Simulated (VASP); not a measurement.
A run of VASP 6.6.1 is set up as follows.

INCAR

```
PREC     = Accurate       # precision mode
ENCUT    = 520            # plane-wave cutoff, eV
EDIFF    = 1E-6           # SCF threshold, eV
ISMEAR   = 0              # smearing method
SIGMA    = 0.01           # smearing width, eV
LREAL    = False          # projectors in reciprocal space
LASPH    = True           # aspherical terms in the spheres
NELM     = 80             # most SCF steps
ALGO     = Normal         # electronic algorithm
ISIF     = 2              # what is computed and relaxed
LWAVE    = False          # write WAVECAR
LCHARG   = True           # write CHGCAR
GGA      = PS             # functional
LELF     = True           # ELF
LVHAR    = True         
NBANDS   = 28             # bands
```

File KPOINTS:

```
regular mesh
0
Gamma
  6 6 4
```

The input POSCAR:

```
PbS
1.0
    2.0705643684     -3.5894447216      0.0000000000
    2.0705643684      3.5894447216      0.0000000000
    0.0000000000      0.0000000000      7.6100120583
Pb S
2 2
Direct
    0.0010316600      0.9989683400      0.4867318100
    0.9989683400      0.0010316600      0.9867318100
    0.6671454800      0.3328545200      0.6924681900
    0.3328545200      0.6671454800      0.1924681900
```

Potentials or basis: VASP PAW PBE potentials, release 64 (Pb_d, S).

Run with:

```sh
$ cat potpaw_PBE.64/Pb_d/POTCAR potpaw_PBE.64/S/POTCAR > POTCAR
$ mpirun -np 1 vasp_std > vasp.out
```

Problem. Estimate the largest force.

Solution. 0.068 eV/Å.

Problem. Predict the band gap on the k mesh.

Solution. 0.45 eV (least direct gap 1.14 eV).

Problem. What does it give for the pressure?

Solution. -2.7 GPa.

Stress tensor (GPa, compression positive):
```
-2.60  0.00  0.00
 0.00 -2.63  0.00
 0.00  0.00 -2.98
```

Caveat: the PAW data sets were made with another functional, which shifts forces and pressure a little; spin-orbit coupling is left out, which moves the levels of the heavy elements. A k mesh can miss the band edges.
